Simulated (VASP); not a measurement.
A run of VASP 6.6.1 is set up as follows.

INCAR

```
PREC = Accurate
ENCUT = 520
EDIFF = 1E-6
ISMEAR = 0
SIGMA = 0.1
LREAL = F
LASPH = T
NELM = 60
ALGO = Normal
ISIF = 2
LWAVE = F
LCHARG = F
LDIPOL = T
IDIPOL = 3
DIPOL = 0.5 0.5 0.350
GGA = PS
IBRION = 2
NSW = 36
EDIFFG = -0.025
KPAR = 4
```

KPOINTS

```
Automatic mesh
0
Gamma
  6 6 1
```

Contents of POSCAR:

```
KTa6
1.0
    4.6392671641      0.0000000000      0.0000000000
   -2.3196335820      4.0177232190      0.0000000000
    0.0000000000      0.0000000000     19.9438808521
Ta K
6 1
Selective dynamics
Direct
    0.6666666667      0.3333333333      0.2005627706  F F F
    0.3333333333      0.6666666667      0.2480453269  F F F
    0.0000000000      0.0000000000      0.2955278831  F F F
    0.6666666667      0.3333333333      0.3400187729  F F F
    0.3333333333      0.6666666667      0.3814681516  F F F
    0.0000000000      0.0000000000      0.4233820346  F F F
    0.4444444444      0.2222222222      0.5640985136  F F T
```

Potentials or basis: VASP PAW PBE potentials, release 64 (Ta_pv, K_sv).

The run is started by

```console
$ cat potpaw_PBE.64/Ta_pv/POTCAR potpaw_PBE.64/K_sv/POTCAR > POTCAR
$ mpirun -np 4 vasp_std > vasp.out
```

What does it give for the energy gained by relaxing?

1.5 meV/atom.

Estimate the band gap on the k mesh.

zero (an odd number of electrons rules out a gap without spin polarisation).

Final structure:
```
Ta K
1.0
     4.63927    0.00000    0.00000
    -2.31963    4.01772    0.00000
     0.00000    0.00000   19.94388
Ta K
6 1
Direct
  0.66667 0.33333 0.20056
  0.33333 0.66667 0.24805
  0.00000 0.00000 0.29553
  0.66667 0.33333 0.34002
  0.33333 0.66667 0.38147
  0.00000 0.00000 0.42338
  0.44444 0.22222 0.55679
```

Caveat: spin-orbit coupling is left out, which moves the levels of the heavy elements.
